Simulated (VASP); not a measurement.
# Ag (R-3m) in VASP: a series of runs

The runs below take Ag through single point, with PBEsol.

All numbers are computed with VASP 6.6.1; they aren't measurements. Logs are shortened: lines on timing, memory, paths and dates and some standing lists are left out, and cuts for length are marked.

## 1. The cell of the first run

The structure is trigonal, space group R-3m (No. 166). The conventional cell has a = 5.552 Å, b = 5.552 Å, c = 2.040 Å, α = 90.00°, β = 90.00°, γ = 120.00°. Ag (site symmetry -3m) has 2 Ag at 2.04 Å within 2.7 Å.

## 2. Single point, PBEsol

File INCAR:

```
ALGO = Fast
EDIFF = 1E-6
ENCUT = 520
GGA = PS
ISIF = 2
ISMEAR = 0
LASPH = T
LCHARG = F
LREAL = F
LWAVE = F
NBANDS = 12
NELM = 80
PREC = Accurate
SIGMA = 0.15
```

File KPOINTS:

```
k-points
0
Gamma
  22 22 22
```

File POSCAR:

```
Ag
1.0
   -2.2247275258      1.7012622256      1.7012622256
    1.7012622256     -2.2247275258      1.7012622256
    1.7012622256      1.7012622256     -2.2247275258
Ag
1
Direct
    0.0000000000      0.0000000000      0.0000000000
```

Potentials or basis: VASP PAW PBE potentials, release 64 (Ag).

Started as:

```
> cat potpaw_PBE.64/Ag/POTCAR > POTCAR
> mpirun -np 1 vasp_std > vasp.out
```

OUTCAR:

```text
EDIFF = 1E-6
   ENCUT = 520
   GGA = PS
   ISIF = 2
   ISMEAR = 0
   LASPH = T
   LREAL = F
   NELM = 80
   PREC = Accurate

 ion  position               nearest neighbor table
   1  0.000  0.000  0.000-

  LATTYP: Found a trigonal (rhomboedric) cell.
 ALAT       =     3.2768885981
 COS(alpha) =    -0.4354066986

  Lattice vectors:

 A1 = (  -2.2247275258,   1.7012622256,   1.7012622256)
 A2 = (   1.7012622256,  -2.2247275258,   1.7012622256)
 A3 = (   1.7012622256,   1.7012622256,  -2.2247275258)

Analysis of symmetry for initial positions (statically):
=====================================================================
 Subroutine PRICEL returns:
 Original cell was already a primitive cell.

 Routine SETGRP: Setting up the symmetry group for a
 trigonal (rhombohedral) supercell.

 Subroutine GETGRP returns: Found 12 space group operations
 (whereof 12 operations were pure point group operations)
 out of a pool of 12 trial point group operations.

The static configuration has the point symmetry D_3d.

Analysis of symmetry for dynamics (positions and initial velocities):
=====================================================================
 Subroutine PRICEL returns:
 Original cell was already a primitive cell.

 Routine SETGRP: Setting up the symmetry group for a
 trigonal (rhombohedral) supercell.

 Subroutine GETGRP returns: Found 12 space group operations
 (whereof 12 operations were pure point group operations)
 out of a pool of 12 trial point group operations.

The dynamic configuration has the point symmetry D_3d.

 Subroutine INISYM returns: Found 12 space group operations
 (whereof 12 operations are pure point group operations),
 and found     1 'primitive' translations

----------------------------------------------------------------------------------------

                                     Primitive cell

  volume of cell :      18.1538

  direct lattice vectors                    reciprocal lattice vectors
    -2.224727526  1.701262226  1.701262226     0.113205707  0.367918547  0.367918547
     1.701262226 -2.224727526  1.701262226     0.367918547  0.113205707  0.367918547
     1.701262226  1.701262226 -2.224727526     0.367918547  0.367918547  0.113205707

  length of vectors
     3.276888598  3.276888598  3.276888598     0.532488165  0.532488165  0.532488165

  position of ions in fractional coordinates (direct lattice)
     0.000000000  0.000000000  0.000000000

  ion indices of the primitive-cell ions
   primitive index   ion index
                 1           1

----------------------------------------------------------------------------------------

 KPOINTS: k-points

Automatic generation of k-mesh.
 Grid dimensions read from file:
 generate k-points for:   22   22   22

 Generating k-lattice:

  Cartesian coordinates                     Fractional coordinates (reciprocal lattice)
     0.005145714  0.016723570  0.016723570     0.045454545  0.000000000  0.000000000
     0.016723570  0.005145714  0.016723570     0.000000000  0.045454545  0.000000000
     0.016723570  0.016723570  0.005145714     0.000000000  0.000000000  0.045454545

  Length of vectors
     0.024204008  0.024204008  0.024204008

  Shift w.r.t. Gamma in fractional coordinates (k-lattice)
     0.000000000  0.000000000  0.000000000

 Subroutine IBZKPT returns following result:
 ===========================================

 Found   1024 irreducible k-points:

 Following reciprocal coordinates:
            Coordinates               Weight
  0.000000  0.000000  0.000000      1.000000
  0.045455 -0.000000  0.000000      6.000000
  0.090909 -0.000000  0.000000      6.000000
  0.136364 -0.000000 -0.000000      6.000000
  0.181818  0.000000 -0.000000      6.000000
  0.227273 -0.000000 -0.000000      6.000000
[... 16 lines left out ...]
  0.500000  0.045455 -0.000000     12.000000
 -0.454545  0.045455  0.000000     12.000000
 [... further k-points ...]
   k-points           NKPTS =   1024   k-points in BZ     NKDIM =   1024   number of bands    NBANDS=     12
   number of dos      NEDOS =    301   number of ions     NIONS =      1
   total plane-waves  NPLWV =  13824
   dimension x,y,z NGX =    24 NGY =   24 NGZ =   24
   dimension x,y,z NGXF=    48 NGYF=   48 NGZF=   48
   ions per type =               1
   NGX,Y,Z   is equivalent  to a cutoff of  12.18, 12.18, 12.18 a.u.
   NGXF,Y,Z  is equivalent  to a cutoff of  24.35, 24.35, 24.35 a.u.
 SYSTEM =  unknown system
   PREC   = accura    normal or accurate (medium, high low for compatibility)
   ISTART =      0    job   : 0-new  1-cont  2-samecut
   ICHARG =      2    charge: 1-file 2-atom 10-const
   ISPIN  =      1    spin polarized calculation?
   LNONCOLLINEAR =      F non collinear calculations
   LSORBIT =      F    spin-orbit coupling
   LASPH  =      T    aspherical Exc in radial PAW
   ENCUT  =  520.0 eV  38.22 Ry    6.18 a.u.   6.09  6.09  6.09*2*pi/ulx,y,z
   NELM   =     80;   NELMIN=  2; NELMDL= -5     # of ELM steps
   EDIFF  = 0.1E-05   stopping-criterion for ELM
   LREAL  =      F    real-space projection
   EDIFFG = 0.1E-04   stopping-criterion for IOM
   NSW    =      0    number of steps for IOM
   IBRION =     -1    ionic relax: 0-MD 1-quasi-New 2-CG
   NFREE  =      0    steps in history (QN), initial steepest desc. (CG)
   ISIF   =      2    stress and relaxation
   ISYM   =      2    0-nonsym 1-usesym 2-fastsym
   POTIM  = 0.5000    time-step for ionic-motion
   TEBEG  =    0.0;   TEEND  =   0.0 temperature during run
   PSTRESS=    0.0 pullay stress
   NELECT =      11.0000    total number of electrons
   NUPDOWN=      -1.0000    fix difference up-down
   EMIN   =  10.00;   EMAX   =-10.00  energy-range for DOS
   EFERMI =   0.00;   METHOD = LEGACY
   ISMEAR =     0;   SIGMA  =   0.15  broadening in eV -4-tet -1-fermi 0-gaus
   EFERMI_NEDOS =   21; number of points for ismear=-14 and -15
   IALGO  =     68    algorithm
   IMIX   =      4    mixing-type and parameters
     AMIX     =   0.40;   BMIX     =  1.00
     AMIX_MAG =   1.60;   BMIX_MAG =  1.00
  volume/ion in A,a.u.               =      18.15       122.51
  Fermi-wavevector in a.u.,A,eV,Ry     =   1.385318  2.617871 26.111022  1.919106
  Thomas-Fermi vector in A             =   2.509739
   LORBIT       =      0    0 simple, 1 ext, 2 COOP (PROOUT), +10 PAW based schemes
   GGA     = PS    functional components
   LHFCALC =     F    Hartree Fock is set to
   AEXX    =    0.0000 exact exchange contribution
   IVDW    =     0    specifies the selected vdW correction
   LEPSILON=     F    determine dielectric tensor
   LRPA    =     F    only Hartree local field effects (RPA)
 non-spin polarized calculation
 RMM-DIIS sequential band-by-band and
 Gauss-broadening in eV      SIGMA  =   0.15
  energy-cutoff  :      520.00
  volume of cell :       18.15
 maximum number of plane-waves:       506
   NGX = 13   NGY = 13   NGZ = 13

 number of electron      11.0000000 magnetization

 Free energy of the ion-electron system (eV)
  ---------------------------------------------------
  ext. energy  EPLUGINS =         0.00000000
  ---------------------------------------------------
  free energy    TOTEN  =        -0.25846037 eV

  energy without entropy =       -0.25574884  energy(sigma->0) =       -0.25710461

 E-fermi :   7.6480     XC(G=0): -11.8018

 val. band max:        7.6395188320   @ k =   0.4091   0.2727   0.1818
 cond. band min:       7.6537547738   @ k =   0.3182   0.0455  -0.0000
 fundamental gap:      0.0142359418
 Fermi energy:         7.6479773981

 k-point     1 :       0.0000    0.0000    0.0000
  band No.  band energies     occupation
      1      -2.1691      2.00000
      2       0.5067      2.00000
      3       2.3443      2.00000
      4       2.3443      2.00000
      5       6.0128      2.00000
      6       6.0128      2.00000
      7      19.9298      0.00000
      8      19.9298      0.00000
      9      20.0781      0.00000
     10      25.3867      0.00000
     11      25.3867      0.00000
     12      29.9786      0.00000

 k-point     2 :       0.0455   -0.0000    0.0000
  band No.  band energies     occupation
      1      -1.9961      2.00000
      2       0.5909      2.00000
      3       2.3664      2.00000
      4       2.3787      2.00000
      5       5.8240      2.00000
      6       5.8294      2.00000
      7      20.0596      0.00000
      8      20.0641      0.00000
      9      20.1849      0.00000
     10      25.4701      0.00000
     11      25.5146      0.00000
     12      30.0397      0.00000

 k-point     3 :       0.0909   -0.0000    0.0000
  band No.  band energies     occupation
      1      -1.4884      2.00000
      2       0.8438      2.00000
      3       2.4315      2.00000
      4       2.4802      2.00000
      5       5.3069      2.00000
      6       5.3245      2.00000
      7      20.1687      0.00000
      8      20.3811      0.00000
      9      20.7477      0.00000
     10      25.7186      0.00000
     11      25.9060      0.00000
     12      30.2501      0.00000
[... 286 lines left out ...]
 k-point    23 :       0.5000    0.0455   -0.0000
  band No.  band energies     occupation
      1      -0.3054      2.00000
      2       0.1052      2.00000
      3       3.7226      2.00000
      4       4.0860      2.00000
      5       5.8890      2.00000
      6      11.0497      0.00000
      7      17.6551      0.00000
      8      20.3164      0.00000
      9      21.1700      0.00000
     10      26.3166      0.00000
     11      28.3719      0.00000
     12      29.0453      0.00000

 k-point    24 :      -0.4545    0.0455    0.0000
  band No.  band energies     occupation
      1      -0.0606      2.00000
      2       0.3634      2.00000
      3       3.6148      2.00000
      4       3.9736      2.00000
      5       5.4375      2.00000
      6       9.7515      0.00000
      7      18.9431      0.00000
      8      20.0129      0.00000
      9      20.9191      0.00000
     10      26.9302      0.00000
     11      28.1253      0.00000
     12      29.9275      0.00000

 [... further k-points ...]
[... 5 lines left out ...]
  --------------------------------------------------------------------------------------
  -------------------------------------------------------------------------------------
  Total        7.3604647      7.3604647      7.3604647      8.9467957      8.9467957      8.9467957
  in kB      649.6015876    649.6015876    649.6015876    789.6040407    789.6040407    789.6040407
  external PRESSURE =     649.6015876 kB  Pullay stress =       0.0000000 kB

 VOLUME and BASIS-vectors are now :
 -----------------------------------------------------------------------------
  energy-cutoff  :      520.00
  volume of cell :       18.15
      direct lattice vectors                 reciprocal lattice vectors
    -2.224727526  1.701262226  1.701262226     0.113205707  0.367918547  0.367918547
     1.701262226 -2.224727526  1.701262226     0.367918547  0.113205707  0.367918547
     1.701262226  1.701262226 -2.224727526     0.367918547  0.367918547  0.113205707

 POSITION                                       TOTAL-FORCE (eV/Angst)
 -----------------------------------------------------------------------------------
      0.00000      0.00000      0.00000         0.000000      0.000000      0.000000
 -----------------------------------------------------------------------------------
    total drift:                                0.000000      0.000000     -0.000000

  FREE ENERGIE OF THE ION-ELECTRON SYSTEM (eV)
  ---------------------------------------------------
  free  energy   TOTEN  =        -0.2584603700 eV

  energy  without entropy=       -0.2557488440  energy(sigma->0) =       -0.25710461
```

Run time: 1.8 min. Hardware: 1 thread of Intel Xeon Platinum 8375C at 2.90GHz (Ice Lake), shared host; peak memory 0.32 GiB.

What came out:

```yaml
Free_energy: -0.2585 eV
Pressure: 65.0 GPa
```

Levels at points of the mesh, in eV from the Fermi level:
```tsv
k point	band 3	band 4	band 5	band 6	band 7	band 8
(0.00, 0.00, 0.00)	-5.30	-5.30	-1.64	-1.64	12.28	12.28
(0.50, 0.00, 0.00)	-3.89	-3.53	-1.64	3.77	9.63	13.07
(0.50, 0.50, 0.00)	-4.18	-1.62	-1.57	-1.56	0.10	7.52
(0.50, 0.50, 0.50)	-3.51	-3.51	-0.74	8.38	8.93	8.93
```

Caveat: the PAW data sets were made with another functional, which shifts forces and pressure a little.

## 3. Single point, PBEsol

This run uses another cell than the first one, of the same volume but with other edges.

File INCAR:

```
PREC = Accurate ; ENCUT = 520
EDIFF = 1E-6 ; ISMEAR = 0
SIGMA = 0.15 ; LREAL = False
LASPH = True ; NELM = 100
ALGO = Fast ; ISIF = 2
LWAVE = False ; LCHARG = False
GGA = PS ; NBANDS = 12
```

File KPOINTS:

```
regular mesh
0
Gamma
  22 22 22
```

File POSCAR:

```
Ag
1.0
   -1.8352105895      1.6604286286      1.6604286286
    1.6604286286     -1.8352105895      1.6604286286
    1.6604286286      1.6604286286     -1.8352105895
Ag
1
Direct
    0.0000000000      0.0000000000      0.0000000000
```

Potentials or basis: VASP PAW PBE potentials, release 64 (Ag).

Started as:

```
> cat potpaw_PBE.64/Ag/POTCAR > POTCAR
> mpirun -np 1 vasp_std > vasp.out
```

It took 91 s on 1 thread of Intel Xeon Platinum 8375C at 2.90GHz (Ice Lake), shared host; peak memory 0.32 GiB.

The run converged. Its results:

```yaml
Free_energy: -3.1042 eV
Pressure: -3.1 GPa
```

Stress tensor (GPa, compression positive):
```
-3.08  8.78  8.78
 8.78 -3.08  8.78
 8.78  8.78 -3.08
```

Levels at points of the mesh, in eV from the Fermi level:
| k point | band 1 | band 2 | band 3 | band 4 | band 5 | band 6 | band 7 | band 8 | band 9 | band 10 |
| --- | --- | --- | --- | --- | --- | --- | --- | --- | --- | --- |
| (0.00, 0.00, 0.00) | -7.41 | -5.65 | -4.47 | -4.47 | -3.24 | -3.24 | 15.86 | 17.30 | 17.30 | 22.27 |
| (0.50, 0.00, 0.00) | -6.06 | -5.27 | -3.69 | -3.61 | -2.40 | 0.79 | 5.17 | 12.66 | 13.25 | 18.60 |
| (0.50, 0.50, 0.00) | -6.36 | -5.69 | -3.19 | -3.13 | -2.72 | -0.56 | 2.67 | 11.38 | 17.46 | 17.69 |
| (0.50, 0.50, 0.50) | -6.07 | -6.07 | -3.10 | -3.10 | -2.15 | 6.53 | 7.02 | 7.02 | 12.34 | 13.08 |

Caveat: the PAW data sets were made with another functional, which shifts forces and pressure a little.

## 4. Single point, PBEsol

This run uses another cell than the first one, of the same volume but with other edges.

File INCAR:

```
SYSTEM = Ag
PREC = Accurate ; ENCUT = 520
EDIFF = 1E-6 ; ISMEAR = 0
SIGMA = 0.15 ; LREAL = .False.
LASPH = .True. ; NELM = 100
ALGO = Fast ; ISIF = 2
LWAVE = .False. ; LCHARG = .True.
GGA = PS ; LELF = .True.
LVHAR = .True. ; NBANDS = 12
```

File KPOINTS:

```
regular mesh
0
Gamma
  22 22 22
  0 0 0
```

File POSCAR:

```
Ag
1.0
   -1.4541613943      1.6618987364      1.6618987364
    1.6618987364     -1.4541613943      1.6618987364
    1.6618987364      1.6618987364     -1.4541613943
Ag
1
Direct
    0.0000000000      0.0000000000      0.0000000000
```

Started as:

```
> cat potpaw_PBE.64/Ag/POTCAR > POTCAR
> mpirun -np 1 vasp_std > vasp.out
```

It took 1.7 min on 1 thread of Intel Xeon Platinum 8375C at 2.90GHz (Ice Lake), shared host; peak memory 0.32 GiB.

It converged, with:

| Property | Result |
| --- | --- |
| Free energy | -3.1635 eV |
| Pressure | -4.5 GPa |

Stress tensor (GPa, compression positive):
```
-4.52 -3.00 -3.00
-3.00 -4.52 -3.00
-3.00 -3.00 -4.52
```

Levels at points of the mesh, in eV from the Fermi level:
```
           k point  band 2  band 3  band 4  band 5  band 6  band 7  band 8  band 9
(0.00, 0.00, 0.00)   -5.27   -5.27   -3.88   -3.29   -3.29   16.23   16.23   19.69
(0.50, 0.00, 0.00)   -5.65   -3.32   -3.27   -2.86   -0.52    2.83   13.99   15.10
(0.50, 0.50, 0.00)   -5.41   -3.59   -3.49   -2.31    0.81    5.10    9.89   15.93
(0.50, 0.50, 0.50)   -6.00   -3.57   -2.41   -2.41    6.70    6.70    7.25   12.38
```

Caveat: the PAW data sets were made with another functional, which shifts forces and pressure a little.

## 5. Single point, PBEsol

This run uses another cell than the first one, of the same volume but with other edges.

File INCAR:

```
SYSTEM = Ag
ALGO     = Fast           ! electronic algorithm
EDIFF    = 1E-6           ! SCF threshold, eV
ENCUT    = 520            ! plane-wave cutoff, eV
GGA      = PS             ! functional
ISIF     = 2              ! what is computed and relaxed
ISMEAR   = 0              ! smearing method
LASPH    = .TRUE.         ! aspherical terms in the spheres
LCHARG   = .FALSE.        ! write CHGCAR
LREAL    = .FALSE.        ! projectors in reciprocal space
LWAVE    = .FALSE.        ! write WAVECAR
NBANDS   = 12             ! bands
NELM     = 100            ! most SCF steps
PREC     = Accurate       ! precision mode
SIGMA    = 0.15           ! smearing width, eV
```

File KPOINTS:

```
k-points
0
G
  22 22 22
  0 0 0
```

File POSCAR:

```
Ag
1.0
   -1.0635547630      1.7109359231      1.7109359231
    1.7109359231     -1.0635547630      1.7109359231
    1.7109359231      1.7109359231     -1.0635547630
Ag
1
Direct
    0.0000000000      0.0000000000      0.0000000000
```

Started as:

```
> cat potpaw_PBE.64/Ag/POTCAR > POTCAR
> mpirun -np 1 vasp_std > vasp.out
```

Wall time 82 s (1 thread of Intel Xeon Platinum 8375C at 2.90GHz (Ice Lake), shared host); peak memory 0.31 GiB.

The run converged. Its results:

```
Free energy : -2.9301 eV
Pressure    : 5.0 GPa
```

Stress tensor (GPa, compression positive):
```
 5.03 -2.06 -2.06
-2.06  5.03 -2.06
-2.06 -2.06  5.03
```

Levels at points of the mesh, in eV from the Fermi level:
| k point | band 2 | band 3 | band 4 | band 5 | band 6 | band 7 | band 8 | band 9 | band 10 | band 11 |
| --- | --- | --- | --- | --- | --- | --- | --- | --- | --- | --- |
| (0.00, 0.00, 0.00) | -6.22 | -6.22 | -2.88 | -2.74 | -2.74 | 14.81 | 14.81 | 15.75 | 20.89 | 20.89 |
| (0.50, 0.00, 0.00) | -5.77 | -3.75 | -3.73 | -2.68 | -0.87 | 2.29 | 16.81 | 18.43 | 21.06 | 23.41 |
| (0.50, 0.50, 0.00) | -5.48 | -3.73 | -3.49 | -1.82 | 2.86 | 5.35 | 7.89 | 11.32 | 20.87 | 21.71 |
| (0.50, 0.50, 0.50) | -5.89 | -5.17 | -1.77 | -1.77 | 8.10 | 8.10 | 9.03 | 13.33 | 14.46 | 14.46 |

Caveat: the PAW data sets were made with another functional, which shifts forces and pressure a little.

## 6. The runs side by side

| cell | gap on the mesh (eV) | pressure (GPa) |
| --- | --- | --- |
| a = 3.277 Å, angles 115.8°, 1 atom | none | 65.0 |
| a = 2.980 Å, angles 112.1°, 1 atom | none | -3.1 |
| a = 2.764 Å, angles 105.7°, 1 atom | none | -4.5 |
| a = 2.643 Å, angles 95.9°, 1 atom | none | 5.0 |

Alike in all rows: task single point; level PBEsol; potentials or basis VASP PAW PBE potentials, release 64 (Ag); no spin polarisation; k mesh 22 × 22 × 22; cutoff (eV) 520; smearing gaussian 0.15 eV.

Caveats: the PAW data sets were made with another functional, which shifts forces and pressure a little.

Total energies depend on the potentials used, so only differences within one code and one set of settings carry meaning.
